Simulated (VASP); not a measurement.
# Zn15S17 (a cell with a defect) in VASP: single point with PBE

Aim: the single point of Zn15S17 (a cell with a defect) with PBE.

All numbers are computed with VASP 6.6.1; they aren't measurements. Logs are shortened: lines on timing, memory, paths and dates and some standing lists are left out, and cuts for length are marked.

## Step 1: The cell of the first run

The cell holds a defect, 32 atoms: a = 9.426 Å, b = 9.426 Å, c = 9.426 Å, α = 109.47°, β = 109.47°, γ = 109.47°.

## Step 2: Single point, PBE

Contents of INCAR:

```
  PREC = Accurate
  ENCUT = 400
  EDIFF = 1E-6
  ISMEAR = 0
  SIGMA = 0.01
  LREAL = Auto
  LASPH = T
  NELM = 120
  ALGO = Normal
  ISIF = 2
  LWAVE = F
  LCHARG = F
  GGA = PE
  NBANDS = 163
  GGA_COMPAT = F
```

Contents of KPOINTS:

```
Automatic mesh
0
Gamma
  2 2 2
  0.5 0.5 0.5
```

Contents of POSCAR:

```
Zn15S17
1.0
    5.4423087484     -5.4423087484      5.4423087484
   -5.4423087484      5.4423087484      5.4423087484
   -5.4423087484     -5.4423087484     -5.4423087484
S Zn
17 15
Direct
    0.2501767505      0.2503288136      0.5802645188
    0.2502738202     -0.0138927371      0.5013321207
    0.5003616660      0.0022609179      0.2465069532
    0.7514594675     -0.0003849718     -0.0039802297
   -0.0151338884      0.2499181305      0.5005983612
    0.2500065124      0.2503286193      0.2408693820
   -0.0018371431     -0.0017645014      0.7448220314
    0.7485187770      0.4982265581      0.4946092059
    0.5020128564      0.2501680435     -0.0032946334
    0.7477274667      0.2503347938      0.7497326485
    0.0021644887      0.5010841601      0.2467327837
    0.4978840000      0.7488611621      0.4946126037
    0.2500770025      0.5022079859     -0.0032916962
    0.7525369191      0.7528358324      0.2522644134
    0.5150703461      0.5149491510      0.7659605512
   -0.0003932708      0.7518312661     -0.0038165715
    0.2499685225      0.7475436401      0.7494586690
    0.4915718704      0.2503410820      0.2426296089
    0.7506120787      0.2503399620      0.0003035727
    0.0002704459      0.5054239897      0.4953173849
    0.2500183950      0.4918334642      0.2425804396
    0.9985142239      0.2501971378      0.7549888423
    0.7495277403      0.7498476052      0.4998626797
    0.5018251755      0.5019086314      0.0069507498
    0.7553387966      0.4998658629      0.7451310870
   -0.0054545972      0.7454724014      0.2400898395
    0.5057591674      0.0009358214      0.4955417430
    0.2500090317      0.7506159252      0.0000550332
    0.7446485655     -0.0053408751      0.2398047161
    0.4995968580      0.7551171184      0.7450362582
    0.0085263659      0.0087170211      0.0011436895
    0.2501251816     -0.0015498825      0.7551934935
```

Potentials or basis: VASP PAW PBE potentials, release 64 (S, Zn).

Launch:

```console
> cat potpaw_PBE.64/S/POTCAR potpaw_PBE.64/Zn/POTCAR > POTCAR
> mpirun -np 1 vasp_std > vasp.out
```

OUTCAR:

```text
PREC = Accurate
   ENCUT = 400
   EDIFF = 1E-6
   ISMEAR = 0
   LREAL = Auto
   LASPH = T
   NELM = 120
   ISIF = 2
   GGA = PE

 ion  position               nearest neighbor table
   1  0.250  0.250  0.580-   2 2.35  15 2.35   5 2.36
   2  0.250  0.986  0.501-   1 2.35  32 2.36  27 2.39  26 2.39
   3  0.500  0.002  0.247-  27 2.34  29 2.35  28 2.35  18 2.38
   4  0.751  1.000  0.996-  29 2.34  30 2.35  19 2.35  31 2.38
   5  0.985  0.250  0.501-  22 2.36   1 2.36  29 2.38  20 2.38
   6  0.250  0.250  0.241-  21 2.27  31 2.27  18 2.27
   7  0.998  0.998  0.745-  23 2.33  32 2.34  22 2.34  31 2.35
   8  0.749  0.498  0.495-  25 2.34  20 2.35  23 2.35  18 2.38
   9  0.502  0.250  0.997-  19 2.33  32 2.34  24 2.34  18 2.35
  10  0.748  0.250  0.750-  27 2.34  25 2.34  22 2.35  19 2.35
  11  0.002  0.501  0.247-  20 2.34  26 2.35  19 2.35  21 2.38
  12  0.498  0.749  0.495-  30 2.34  27 2.35  23 2.35  21 2.38
[... 18 lines left out ...]
  31  0.009  0.009  0.001-   6 2.27   7 2.35  16 2.38   4 2.38
  32  0.250  0.998  0.755-   9 2.34   7 2.34  17 2.35   2 2.36

  LATTYP: Found a body centered cubic cell.
 ALAT       =    10.8846174968

  Lattice vectors:

 A1 = (   5.4423087484,  -5.4423087484,   5.4423087484)
 A2 = (  -5.4423087484,   5.4423087484,   5.4423087484)
 A3 = (  -5.4423087484,  -5.4423087484,  -5.4423087484)

Analysis of symmetry for initial positions (statically):
=====================================================================
 Subroutine PRICEL returns:
 Original cell was already a primitive cell.

 Routine SETGRP: Setting up the symmetry group for a
 body centered cubic supercell.

 Subroutine GETGRP returns: Found  1 space group operations
 (whereof  1 operations were pure point group operations)
 out of a pool of 48 trial point group operations.

The static configuration has the point symmetry C_1 .

Analysis of symmetry for dynamics (positions and initial velocities):
=====================================================================
 Subroutine PRICEL returns:
 Original cell was already a primitive cell.

 Routine SETGRP: Setting up the symmetry group for a
 body centered cubic supercell.

 Subroutine GETGRP returns: Found  1 space group operations
 (whereof  1 operations were pure point group operations)
 out of a pool of 48 trial point group operations.

The dynamic configuration has the point symmetry C_1 .

 Subroutine INISYM returns: Found  1 space group operations
 (whereof  1 operations are pure point group operations),
 and found     1 'primitive' translations

----------------------------------------------------------------------------------------

                                     Primitive cell

  volume of cell :     644.7770

  direct lattice vectors                    reciprocal lattice vectors
     5.442308748 -5.442308748  5.442308748     0.000000000 -0.091872774  0.091872774
    -5.442308748  5.442308748  5.442308748    -0.091872774  0.000000000  0.091872774
    -5.442308748 -5.442308748 -5.442308748    -0.091872774 -0.091872774  0.000000000

  length of vectors
     9.426355263  9.426355263  9.426355263     0.129927723  0.129927723  0.129927723

  position of ions in fractional coordinates (direct lattice)
     0.250176751  0.250328814  0.580264519
     0.250273820  0.986107263  0.501332121
     0.500361666  0.002260918  0.246506953
     0.751459467  0.999615028  0.996019770
     0.984866112  0.249918130  0.500598361
     0.250006512  0.250328619  0.240869382
[... 24 lines left out ...]
     0.008526366  0.008717021  0.001143689
     0.250125182  0.998450117  0.755193494

  ion indices of the primitive-cell ions
   primitive index   ion index
                 1           1
                 2           2
                 3           3
                 4           4
                 5           5
                 6           6
[... 24 lines left out ...]
                31          31
                32          32

----------------------------------------------------------------------------------------

 KPOINTS: Automatic mesh

Automatic generation of k-mesh.
 Grid dimensions read from file:
 generate k-points for:    2    2    2

 Generating k-lattice:

  Cartesian coordinates                     Fractional coordinates (reciprocal lattice)
     0.000000000 -0.045936387  0.045936387     0.500000000  0.000000000  0.000000000
    -0.045936387  0.000000000  0.045936387     0.000000000  0.500000000  0.000000000
    -0.045936387 -0.045936387  0.000000000     0.000000000  0.000000000  0.500000000

  Length of vectors
     0.064963861  0.064963861  0.064963861

  Shift w.r.t. Gamma in fractional coordinates (k-lattice)
     0.500000000  0.500000000  0.500000000

 Subroutine IBZKPT returns following result:
 ===========================================

 Found      4 irreducible k-points:

 Following reciprocal coordinates:
            Coordinates               Weight
  0.250000  0.250000  0.250000      2.000000
 -0.250000  0.250000  0.250000      2.000000
  0.250000 -0.250000  0.250000      2.000000
  0.250000  0.250000 -0.250000      2.000000
   k-points           NKPTS =      4   k-points in BZ     NKDIM =      4   number of bands    NBANDS=    163
   number of dos      NEDOS =    301   number of ions     NIONS =     32
   total plane-waves  NPLWV = 262144
   dimension x,y,z NGX =    64 NGY =   64 NGZ =   64
   dimension x,y,z NGXF=   128 NGYF=  128 NGZF=  128
   ions per type =              17  15
   NGX,Y,Z   is equivalent  to a cutoff of  11.29, 11.29, 11.29 a.u.
   NGXF,Y,Z  is equivalent  to a cutoff of  22.57, 22.57, 22.57 a.u.
 SYSTEM =  unknown system
   PREC   = accura    normal or accurate (medium, high low for compatibility)
   ISTART =      0    job   : 0-new  1-cont  2-samecut
   ICHARG =      2    charge: 1-file 2-atom 10-const
   ISPIN  =      1    spin polarized calculation?
   LNONCOLLINEAR =      F non collinear calculations
   LSORBIT =      F    spin-orbit coupling
   LASPH  =      T    aspherical Exc in radial PAW
   ENCUT  =  400.0 eV  29.40 Ry    5.42 a.u.  15.37 15.37 15.37*2*pi/ulx,y,z
   NELM   =    120;   NELMIN=  2; NELMDL= -5     # of ELM steps
   EDIFF  = 0.1E-05   stopping-criterion for ELM
   LREAL  =      T    real-space projection
   EDIFFG = 0.1E-04   stopping-criterion for IOM
   NSW    =      0    number of steps for IOM
   IBRION =     -1    ionic relax: 0-MD 1-quasi-New 2-CG
   NFREE  =      0    steps in history (QN), initial steepest desc. (CG)
   ISIF   =      2    stress and relaxation
   ISYM   =      2    0-nonsym 1-usesym 2-fastsym
   POTIM  = 0.5000    time-step for ionic-motion
   TEBEG  =    0.0;   TEEND  =   0.0 temperature during run
   PSTRESS=    0.0 pullay stress
   NELECT =     282.0000    total number of electrons
   NUPDOWN=      -1.0000    fix difference up-down
   EMIN   =  10.00;   EMAX   =-10.00  energy-range for DOS
   EFERMI =   0.00;   METHOD = LEGACY
   ISMEAR =     0;   SIGMA  =   0.01  broadening in eV -4-tet -1-fermi 0-gaus
   EFERMI_NEDOS =   21; number of points for ismear=-14 and -15
   IALGO  =     38    algorithm
   IMIX   =      4    mixing-type and parameters
     AMIX     =   0.40;   BMIX     =  1.00
     AMIX_MAG =   1.60;   BMIX_MAG =  1.00
  volume/ion in A,a.u.               =      20.15       135.97
  Fermi-wavevector in a.u.,A,eV,Ry     =   1.242667  2.348300 21.010399  1.544221
  Thomas-Fermi vector in A             =   2.377011
   LORBIT       =      0    0 simple, 1 ext, 2 COOP (PROOUT), +10 PAW based schemes
   GGA     = PE    functional components
   LHFCALC =     F    Hartree Fock is set to
   AEXX    =    0.0000 exact exchange contribution
   IVDW    =     0    specifies the selected vdW correction
   LEPSILON=     F    determine dielectric tensor
   LRPA    =     F    only Hartree local field effects (RPA)
 non-spin polarized calculation
 Gauss-broadening in eV      SIGMA  =   0.01
  energy-cutoff  :      400.00
  volume of cell :      644.78
 maximum number of plane-waves:     11800
 NGX is ok and might be reduce to    64
   NGX = 31   NGY = 31   NGZ = 31

 number of electron     281.9999879 magnetization

 Free energy of the ion-electron system (eV)
  ---------------------------------------------------
  ext. energy  EPLUGINS =         0.00000000
  ---------------------------------------------------
  free energy    TOTEN  =      -108.71544844 eV

  energy without entropy =     -108.71544844  energy(sigma->0) =     -108.71544844

 E-fermi :   2.5325     XC(G=0):  -9.5271

 val. band max:        2.4589844961   @ k =   0.2500  -0.2500   0.2500
 cond. band min:       4.0474922500   @ k =   0.2500   0.2500   0.2500
 fundamental gap:      1.5885077538
 Fermi energy:         2.5325110775

 k-point     1 :       0.2500    0.2500    0.2500
  band No.  band energies     occupation
      1     -11.9723      2.00000
      2     -10.6985      2.00000
      3     -10.6954      2.00000
      4     -10.5509      2.00000
      5     -10.2585      2.00000
      6     -10.2511      2.00000
[... 145 lines left out ...]
    152       6.3149      0.00000
    153       6.3747      0.00000

 k-point     2 :      -0.2500    0.2500    0.2500
  band No.  band energies     occupation
      1     -11.9760      2.00000
      2     -10.7736      2.00000
      3     -10.5540      2.00000
      4     -10.4318      2.00000
      5     -10.3816      2.00000
      6     -10.2626      2.00000
[... 145 lines left out ...]
    152       6.6204      0.00000
    153       6.6375      0.00000

 k-point     3 :       0.2500   -0.2500    0.2500
  band No.  band energies     occupation
      1     -11.9761      2.00000
      2     -10.7720      2.00000
      3     -10.5589      2.00000
      4     -10.4280      2.00000
      5     -10.3826      2.00000
      6     -10.2613      2.00000
[... 145 lines left out ...]
    152       6.6170      0.00000
    153       6.6371      0.00000

 k-point     4 :       0.2500    0.2500   -0.2500
  band No.  band energies     occupation
      1     -11.9761      2.00000
      2     -10.7725      2.00000
      3     -10.5569      2.00000
      4     -10.4298      2.00000
      5     -10.3825      2.00000
      6     -10.2617      2.00000
[... 145 lines left out ...]
    152       6.6178      0.00000
    153       6.6371      0.00000
 [bands above 153 left out]

------------------------ aborting loop because EDIFF is reached ----------------------------------------

  FORCE on cell =-STRESS in cart. coord.  units (eV):
  Direction    XX          YY          ZZ          XY          YZ          ZX
  --------------------------------------------------------------------------------------
  -------------------------------------------------------------------------------------
  Total        3.7738645      3.8375646      3.8098317      1.7112393      1.6603765      1.7218124
  in kB        9.3775064      9.5357918      9.4668797      4.2521817      4.1257951      4.2784543
  external PRESSURE =       9.4600593 kB  Pullay stress =       0.0000000 kB

 VOLUME and BASIS-vectors are now :
 -----------------------------------------------------------------------------
  energy-cutoff  :      400.00
  volume of cell :      644.78
      direct lattice vectors                 reciprocal lattice vectors
     5.442308748 -5.442308748  5.442308748     0.000000000 -0.091872774  0.091872774
    -5.442308748  5.442308748  5.442308748    -0.091872774  0.000000000  0.091872774
    -5.442308748 -5.442308748 -5.442308748    -0.091872774 -0.091872774  0.000000000

 POSITION                                       TOTAL-FORCE (eV/Angst)
 -----------------------------------------------------------------------------------
     -3.15881     -3.15715     -0.43407        -0.000259     -0.007921     -0.005503
     -6.73304      1.27623      4.00036        -0.000887      0.013569      0.009560
      1.36925     -4.05239      1.39386        -0.000946     -0.001525      0.003124
     -6.77119     -4.07011      4.10924         0.002037      0.000057      0.002905
      1.27540     -6.72422      3.99567         0.004149     -0.005310      0.010683
     -1.31264     -1.30913      1.41209        -0.018988     -0.021379     -0.018767
[... 24 lines left out ...]
     -0.00726     -0.00519      0.08762        -0.006031     -0.003002      0.007523
     -8.18261     -0.03738      2.68514        -0.002361      0.000203     -0.003865
 -----------------------------------------------------------------------------------
    total drift:                                0.002366      0.007064      0.007145

  FREE ENERGIE OF THE ION-ELECTRON SYSTEM (eV)
  ---------------------------------------------------
  free  energy   TOTEN  =      -108.7154484374 eV

  energy  without entropy=     -108.7154484374  energy(sigma->0) =     -108.71544844
```

It took 11 min on 1 thread of Intel Xeon Platinum 8488C (Sapphire Rapids), shared host; peak memory 0.64 GiB.

Results:

| Item | Value |
| --- | --- |
| Free energy | -108.7154 eV |
| Pressure | 0.9 GPa |
| Largest force | 0.034 eV/Å |
| Band gap on the k mesh | 1.59 eV |

Forces in eV/Å, atoms in the order of the input:
```
S    0.000 -0.008 -0.006
S   -0.001  0.014  0.010
S   -0.001 -0.002  0.003
S    0.002  0.000  0.003
S    0.004 -0.005  0.011
S   -0.019 -0.021 -0.019
S    0.001  0.004  0.002
S    0.002  0.001  0.000
S   -0.001 -0.002  0.003
S    0.001  0.001 -0.001
S    0.002 -0.001  0.000
S    0.002  0.001  0.001
S    0.004  0.002  0.003
S    0.000  0.001  0.003
S    0.012  0.013 -0.001
S   -0.001  0.003  0.000
S    0.003 -0.001 -0.002
Zn  -0.007  0.008 -0.007
Zn   0.002 -0.004  0.002
Zn  -0.001  0.000  0.005
Zn   0.005 -0.004 -0.005
Zn  -0.001  0.000 -0.003
Zn   0.001  0.001 -0.003
Zn  -0.002  0.000 -0.001
Zn   0.001  0.001 -0.001
Zn   0.000  0.000  0.000
Zn  -0.001 -0.001 -0.001
Zn  -0.005  0.001  0.000
Zn   0.004 -0.003  0.000
Zn   0.001  0.003  0.001
Zn  -0.006 -0.003  0.008
Zn  -0.002  0.000 -0.004
```

Stress tensor (GPa, compression positive):
```
0.94 0.43 0.43
0.43 0.95 0.41
0.43 0.41 0.95
```
